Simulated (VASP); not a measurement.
# CsLiCr2Te2S3 (Cm) in VASP: settings compared, part 2 of 2

VASP 6.6.1.

## (4) Single point, PBE, collinear spin, ferromagnetic start (volume scaled by 1.02)

INCAR

```
PREC = Accurate
ENCUT = 520
EDIFF = 1E-7
ISMEAR = -1
SIGMA = 0.05
LREAL = False
LASPH = True
NELM = 150
ALGO = Normal
ISIF = 2
LWAVE = False
LCHARG = False
ISPIN = 2
MAGMOM = 0 0 3 3 0 0 0 0 0
LORBIT = 11
LMAXMIX = 4
GGA = PE
NBANDS = 47
```

KPOINTS

```
Automatic mesh
0
Gamma
  4 4 3
```

POSCAR

```
CsLiCr2Te2S3
1.0
    3.4442803955     -5.2150002052      0.0078919220
    3.4442803955      5.2150002052      0.0078919220
   -2.9233430771      0.0000000000      7.4801428912
Cs Li Cr Te S
1 1 2 2 3
Direct
    0.0937400000      0.0937400000      0.0085300000
    0.5887500000      0.5887500000      0.5533600000
    0.0564600000      0.4675500000      0.5579000000
    0.4675500000      0.0564600000      0.5579000000
    0.5648600000      0.8735700000      0.2903500000
    0.8735700000      0.5648600000      0.2903500000
    0.8115100000      0.3969700000      0.7334700000
    0.3969700000      0.8115100000      0.7334700000
    0.2140400000      0.2140400000      0.4837100000
```

Potentials or basis: VASP PAW PBE potentials, release 64 (Cs_sv, Li_sv, Cr_pv, Te, S).

Launch:

```bash
$ cat potpaw_PBE.64/Cs_sv/POTCAR potpaw_PBE.64/Li_sv/POTCAR potpaw_PBE.64/Cr_pv/POTCAR potpaw_PBE.64/Te/POTCAR potpaw_PBE.64/S/POTCAR > POTCAR
$ mpirun -np 1 vasp_std > vasp.out
```

OUTCAR:

```text
PREC = Accurate
   ENCUT = 520
   EDIFF = 1E-7
   ISMEAR = -1
   LREAL = False
   LASPH = True
   NELM = 150
   ISIF = 2
   ISPIN = 2
   LORBIT = 11
   GGA = PE

 ion  position               nearest neighbor table
   1  0.094  0.094  0.009-
   2  0.589  0.589  0.553-   9 2.44   8 2.58   7 2.58   6 3.04   5 3.04
   3  0.056  0.468  0.558-   9 2.22   7 2.26   8 2.27   6 2.53
   4  0.468  0.056  0.558-   9 2.22   8 2.26   7 2.27   5 2.53
   5  0.565  0.874  0.290-   4 2.53   2 3.04   6 3.22
   6  0.874  0.565  0.290-   3 2.53   2 3.04   5 3.22
   7  0.812  0.397  0.733-   3 2.26   4 2.27   2 2.58
   8  0.397  0.812  0.733-   4 2.26   3 2.27   2 2.58
   9  0.214  0.214  0.484-   3 2.22   4 2.22   2 2.44

  LATTYP: Found a base centered monoclinic cell.
 ALAT       =     6.8885788738
 B/A-ratio  =     1.5141004555
 C/A-ratio  =     1.1658564481
 COS(beta)  =    -0.3618680181

  Lattice vectors:

[... 1851 lines left out ...]
  external PRESSURE =      -7.4622671 kB  Pullay stress =       0.0000000 kB

 VOLUME and BASIS-vectors are now :
 -----------------------------------------------------------------------------
  energy-cutoff  :      520.00
  volume of cell :      268.96
      direct lattice vectors                 reciprocal lattice vectors
     3.444280395 -5.215000205  0.007891922     0.145038326 -0.095877273  0.056682979
     3.444280395  5.215000205  0.007891922     0.145038326  0.095877273  0.056682979
    -2.923343077  0.000000000  7.480142891    -0.000306045  0.000000000  0.133567679

 POSITION                                       TOTAL-FORCE (eV/Angst)
 -----------------------------------------------------------------------------------
      0.62080      0.00000      0.06529         0.001016      0.000000      0.010285
      2.43798      0.00000      4.14850        -0.030490      0.000000     -0.000521
      0.17390      2.14383      4.17731         0.003071     -0.003310      0.035976
      0.17390     -2.14383      4.17731         0.003071      0.003310      0.035976
      4.10556      1.60992      2.18321        -0.009485      0.037213      0.113984
      4.10556     -1.60992      2.18321        -0.009485     -0.037213      0.113984
      2.01816     -2.16183      5.49600        -0.002575     -0.031350     -0.174196
      2.01816      2.16183      5.49600        -0.002575      0.031350     -0.174196
      0.06038      0.00000      3.62160         0.047452      0.000000      0.038708
 -----------------------------------------------------------------------------------
    total drift:                                0.000227      0.000000     -0.000918

  FREE ENERGIE OF THE ION-ELECTRON SYSTEM (eV)
  ---------------------------------------------------
  free  energy   TOTEN  =       -45.7755313750 eV

  energy  without entropy=      -45.7427194976  energy(sigma->0) =      -45.75912544

 total charge

# of ion       s       p       d       tot
------------------------------------------
    1        1.831   4.705   0.022   6.558
    2        2.013   0.046   0.000   2.059
    3        0.328   6.270   4.157  10.755
    4        0.328   6.270   4.157  10.755
    5        1.391   1.953   0.025   3.369
    6        1.391   1.953   0.025   3.369
    7        1.340   2.384   0.000   3.724
    8        1.340   2.384   0.000   3.724
    9        1.341   2.406   0.000   3.748
--------------------------------------------------
tot         11.303  28.371   8.387  48.061

 magnetization (x)

# of ion       s       p       d       tot
------------------------------------------
    1       -0.000  -0.002   0.000  -0.002
    2        0.001  -0.000   0.000   0.001
    3        0.028   0.021   2.275   2.324
    4        0.028   0.021   2.275   2.324
    5       -0.007  -0.201   0.003  -0.205
    6       -0.007  -0.201   0.003  -0.205
    7       -0.003  -0.086   0.000  -0.089
    8       -0.003  -0.086   0.000  -0.089
    9        0.001  -0.091   0.000  -0.090
--------------------------------------------------
tot          0.038  -0.625   4.555   3.967
```

stdout:

```text
POSCAR found type information on POSCAR CsLiCrTeS
 POSCAR found :  5 types and       9 ions
 scaLAPACK will be used
 LDA part: xc-table for (Slater+PW92), standard interpolation
 POSCAR, INCAR and KPOINTS ok, starting setup
 FFT: planning ... GRIDC
 FFT: planning ... GRID_SOFT
 FFT: planning ... GRID
 WAVECAR not read
 entering main loop
```

Run time: 4.8 min. Hardware: 1 thread of Intel Xeon 6975P-C (Granite Rapids), shared host; peak memory 0.69 GiB.

What came out:

| Item | Value |
| --- | --- |
| Free energy | -45.7755 eV |
| Largest force | 0.177 eV/Å |
| Band gap on the k mesh | zero (filled and empty bands overlap) |
| Net moment | 4.02 μB per cell |
| Site moments | Cs -0.00; Li +0.00; Cr +2.32; Te -0.20; S -0.09 μB |
| Valence electrons inside the program's atomic spheres | Cs 6.56; Li 2.06; Cr 10.76; Te 3.37; S 3.72, 3.75 |

Forces in eV/Å, atoms in the order of the input:
```
Cs   0.001  0.000  0.010
Li  -0.030  0.000 -0.001
Cr   0.003 -0.003  0.036
Cr   0.003  0.003  0.036
Te  -0.009  0.037  0.114
Te  -0.009 -0.037  0.114
S   -0.003 -0.031 -0.174
S   -0.003  0.031 -0.174
S    0.047  0.000  0.039
```

Caveat: the cutoff is under 1.25 times the usual one of these potentials, so pressure, stress and relaxed cells hold a basis-set (Pulay) error; spin-orbit coupling is left out, which moves the levels of the heavy elements; only a ferromagnetic start was run, and an antiferromagnetic order may lie lower in energy.

## (5) The runs side by side

| level | cell | k mesh | grid for exact exchange (PRECFOCK) | share of exact exchange | screening parameter | gap on the mesh (eV) | moment (μB) | largest force (eV/Å) |
| --- | --- | --- | --- | --- | --- | --- | --- | --- |
| PBE | a = 6.330, b = 6.330, c = 8.135 Å, angles 101.5, 101.5, 113.1°, 9 atoms | 4 × 4 × 3 | - | - | - | none | 4.04 | 0.49 |
| PBE-based screened hybrid | a = 6.209, b = 6.209, c = 7.978 Å, angles 101.5, 101.5, 113.1°, 9 atoms | 2 × 2 × 2 | Fast | 0.25 | 0.3 1/Å | none | 4.02 | 0.30 |
| PBE | a = 6.250, b = 6.250, c = 8.031 Å, angles 101.5, 101.5, 113.1°, 9 atoms | 4 × 4 × 3 | - | - | - | none | 4.02 | 0.18 |

Alike in all rows: task single point; potentials or basis VASP PAW PBE potentials, release 64 (Cs_sv, Li_sv, Cr_pv, Te, S); spin collinear, ferromagnetic start; cutoff (eV) 520; smearing fermi-dirac 0.05 eV.

Caveats: some runs use coarse meshes; the cutoff is under 1.25 times the usual one of these potentials, so pressure, stress and relaxed cells hold a basis-set (Pulay) error; spin-orbit coupling is left out, which moves the levels of the heavy elements; only a ferromagnetic start was run, and an antiferromagnetic order may lie lower in energy; the PAW data sets were made with another functional, which shifts forces and pressure a little (some runs).

Total energies depend on the potentials used, so only differences within one code and one set of settings carry meaning.
